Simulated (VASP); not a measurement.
# HfC (P6_3/mmc) in VASP: notebook, part 2 of 2

VASP 6.6.1. Earlier steps stand in the parts before.

### 5 Relaxation of shape and atoms at fixed volume, PBE (13.58 Å³/atom)

This run uses another cell than the first one, of 13.58 Å³/atom.

File INCAR:

```
SYSTEM = HfC
  ALGO = Normal
  EDIFF = 1E-7
  EDIFFG = -0.01
  ENCUT = 600
  GGA = PE
  IBRION = 2
  ISIF = 4
  ISMEAR = 0
  LASPH = .True.
  LCHARG = .False.
  LREAL = .False.
  LWAVE = .False.
  NELM = 100
  NSW = 60
  PREC = Accurate
  SIGMA = 0.05
```

File KPOINTS:

```
k-points
0
Gamma
  12 12 6
  0 0 0
```

File POSCAR:

```
HfC
1.0
    3.2874205764      0.0000000000      0.0000000000
   -1.6437102882      2.8469897321      0.0000000000
    0.0000000000      0.0000000000      5.8044980889
Hf C
2 2
Direct
    0.0000000000      0.0000000000      0.0000000000
    0.0000000000      0.0000000000      0.5000000000
    0.3333333333      0.6666666667      0.2500000000
    0.6666666667      0.3333333333      0.7500000000
```

Potentials or basis: VASP PAW PBE potentials, release 64 (Hf_pv, C).

Command:

```sh
cat potpaw_PBE.64/Hf_pv/POTCAR potpaw_PBE.64/C/POTCAR > POTCAR
mpirun -np 1 vasp_std > vasp.out
```

OUTCAR:

```text
SYSTEM = HfC
   EDIFF = 1E-7
   EDIFFG = -0.01
   ENCUT = 600
   GGA = PE
   IBRION = 2
   ISIF = 4
   ISMEAR = 0
   LASPH = .True.
   LREAL = .False.
   NELM = 100
   NSW = 60
   PREC = Accurate

 ion  position               nearest neighbor table
   1  0.000  0.000  0.000-   3 2.39   4 2.39   4 2.39   3 2.39   4 2.39   3 2.39   2 2.90   2 2.90

   2  0.000  0.000  0.500-   3 2.39   4 2.39   4 2.39   3 2.39   4 2.39   3 2.39   1 2.90   1 2.90

   3  0.333  0.667  0.250-   1 2.39   2 2.39   1 2.39   2 2.39   1 2.39   2 2.39
   4  0.667  0.333  0.750-   1 2.39   2 2.39   1 2.39   2 2.39   1 2.39   2 2.39

  LATTYP: Found a hexagonal cell.
 ALAT       =     3.2874205764
 C/A-ratio  =     1.7656694524

  Lattice vectors:

 A1 = (   3.2874205764,   0.0000000000,   0.0000000000)
 A2 = (  -1.6437102882,   2.8469897321,   0.0000000000)
 A3 = (   0.0000000000,   0.0000000000,   5.8044980889)

Analysis of symmetry for initial positions (statically):
=====================================================================
 Subroutine PRICEL returns:
 Original cell was already a primitive cell.

 Routine SETGRP: Setting up the symmetry group for a
 hexagonal supercell.

 Subroutine GETGRP returns: Found 24 space group operations
 (whereof 12 operations were pure point group operations)
 out of a pool of 24 trial point group operations.

The static configuration has the point symmetry D_3d.
 The point group associated with its full space group is D_6h.

Analysis of symmetry for dynamics (positions and initial velocities):
=====================================================================
 Subroutine PRICEL returns:
 Original cell was already a primitive cell.

 Routine SETGRP: Setting up the symmetry group for a
 hexagonal supercell.

 Subroutine GETGRP returns: Found 24 space group operations
 (whereof 12 operations were pure point group operations)
[... 135 lines left out ...]
   IVDW    =     0    specifies the selected vdW correction
   LEPSILON=     F    determine dielectric tensor
   LRPA    =     F    only Hartree local field effects (RPA)
 conjugate gradient relaxation of ions
 non-spin polarized calculation
 Gauss-broadening in eV      SIGMA  =   0.05
  energy-cutoff  :      600.00
  volume of cell :       54.33
 maximum number of plane-waves:      1865
 NGX is ok and might be reduce to    28
   NGX = 13   NGY = 13   NGZ = 23

--------------------------------------- Ionic step        1  -------------------------------------------

 number of electron      28.0000003 magnetization

 Free energy of the ion-electron system (eV)
  ---------------------------------------------------
  ext. energy  EPLUGINS =         0.00000000
  ---------------------------------------------------
  free energy    TOTEN  =       -39.93849681 eV

  energy without entropy =      -39.93720918  energy(sigma->0) =      -39.93785299

------------------------ aborting loop because EDIFF is reached ----------------------------------------

  FORCE on cell =-STRESS in cart. coord.  units (eV):
  Direction    XX          YY          ZZ          XY          YZ          ZX
  --------------------------------------------------------------------------------------
  -------------------------------------------------------------------------------------
  Total       -1.5053720     -1.5053720     -1.9367639      0.0000000      0.0000000      0.0000000
  in kB      -44.3964847    -44.3964847    -57.1191074      0.0000000      0.0000000      0.0000000
  external PRESSURE =     -48.6373590 kB  Pullay stress =       0.0000000 kB
[... 63 lines left out ...]
--------------------------------------- Ionic step        3  -------------------------------------------

 number of electron      28.0000002 magnetization

 Free energy of the ion-electron system (eV)
  ---------------------------------------------------
  ext. energy  EPLUGINS =         0.00000000
  ---------------------------------------------------
  free energy    TOTEN  =       -39.93886883 eV

  energy without entropy =      -39.93753964  energy(sigma->0) =      -39.93820424

 E-fermi :   5.2097     XC(G=0): -11.8570

 val. band max:        5.1972095470   @ k =   0.2500   0.0000   0.0000
 cond. band min:       5.2167478479   @ k =   0.4167   0.0000   0.1667
 fundamental gap:      0.0195383009
 Fermi energy:         5.2096755759

 k-point     1 :       0.0000    0.0000    0.0000
  band No.  band energies     occupation
      1     -25.3208      2.00000
      2     -24.6681      2.00000
      3     -24.6681      2.00000
      4     -24.5616      2.00000
      5     -24.5616      2.00000
      6     -24.2975      2.00000
[... 481 lines left out ...]
      5     -24.6461      2.00000
      6     -24.3248      2.00000
[... 10 lines left out ...]
     17       9.4486      0.00000
     18       9.6296      0.00000

 [... further k-points ...]

------------------------ aborting loop because EDIFF is reached ----------------------------------------

  FORCE on cell =-STRESS in cart. coord.  units (eV):
  Direction    XX          YY          ZZ          XY          YZ          ZX
  --------------------------------------------------------------------------------------
  -------------------------------------------------------------------------------------
  Total       -1.6234590     -1.6234590     -1.6233420      0.0000000      0.0000000      0.0000000
  in kB      -47.8791101    -47.8791101    -47.8756601      0.0000000      0.0000000      0.0000000
  external PRESSURE =     -47.8779601 kB  Pullay stress =       0.0000000 kB
[... 19 lines left out ...]
  FREE ENERGIE OF THE ION-ELECTRON SYSTEM (eV)
  ---------------------------------------------------
  free  energy   TOTEN  =       -39.9388688326 eV

  energy  without entropy=      -39.9375396447  energy(sigma->0) =      -39.93820424

 reached required accuracy - stopping structural energy minimisation
```

Wall time 87 s (1 thread of Intel Xeon Platinum 8488C (Sapphire Rapids), shared host); peak memory 0.25 GiB.

What came out:

| Quantity | Value |
| --- | --- |
| Free energy | -39.9389 eV |
| Energy gained by relaxing | 0.1 meV/atom |
| Ionic steps | 3 |
| Pressure after relaxing | -4.8 GPa |
| Band gap on the k mesh | zero (bands 14 and 15 overlap by 1.49 eV) |

Step by step:
```
step  energy change (eV)  largest force (eV/Å)  pressure (GPa)  volume (Å³)
   1              0.0000                0.0000           -4.86        54.33
   2              0.0000                0.0000           -4.70        54.33
   3             -0.0004                0.0000           -4.79        54.33
```

Final structure:
```
Hf C
1.0
     3.29025    0.00000    0.00000
    -1.64512    2.84944    0.00000
     0.00000    0.00000    5.79454
Hf C
2 2
Direct
  0.00000 0.00000 0.00000
  0.00000 0.00000 0.50000
  0.33333 0.66667 0.25000
  0.66667 0.33333 0.75000
```

Levels at points of the mesh, in eV from the Fermi level:
| k point | band 12 | band 13 | band 14 | band 15 | band 16 | band 17 |
| --- | --- | --- | --- | --- | --- | --- |
| (0.00, 0.00, 0.00) | -1.07 | 0.80 | 1.38 | 1.38 | 2.09 | 2.09 |
| (0.50, 0.00, 0.00) | -1.80 | -1.01 | -0.98 | 0.33 | 2.12 | 5.40 |
| (0.00, 0.00, 0.50) | -1.09 | -1.09 | -1.09 | 2.84 | 2.84 | 3.13 |
| (0.50, 0.00, 0.50) | -1.82 | -1.29 | -1.29 | 1.15 | 1.15 | 5.75 |

Caveat: spin-orbit coupling is left out, which moves the levels of the heavy elements.

### 6 Overview

```tsv
cell	gap on the mesh (eV)	pressure (GPa)
relaxed from a = 3.201, b = 3.201, c = 5.673 Å, angles 90.0, 90.0, 120.0°, 4 atoms	none	12.5
relaxed from a = 3.220, b = 3.220, c = 5.695 Å, angles 90.0, 90.0, 120.0°, 4 atoms	none	8.5
relaxed from a = 3.244, b = 3.244, c = 5.728 Å, angles 90.0, 90.0, 120.0°, 4 atoms	none	3.6
relaxed from a = 3.287, b = 3.287, c = 5.804 Å, angles 90.0, 90.0, 120.0°, 4 atoms	none	-4.8
```

Alike in all rows: task relaxation of shape and atoms at fixed volume; level PBE; potentials or basis VASP PAW PBE potentials, release 64 (Hf_pv, C); no spin polarisation; k mesh 12 × 12 × 6; cutoff (eV) 600; smearing gaussian 0.05 eV.

Caveats: spin-orbit coupling is left out, which moves the levels of the heavy elements.

Total energies depend on the potentials used, so only differences within one code and one set of settings carry meaning.

The gap in the log of VASP goes by the Fermi energy; the results here count the filled bands.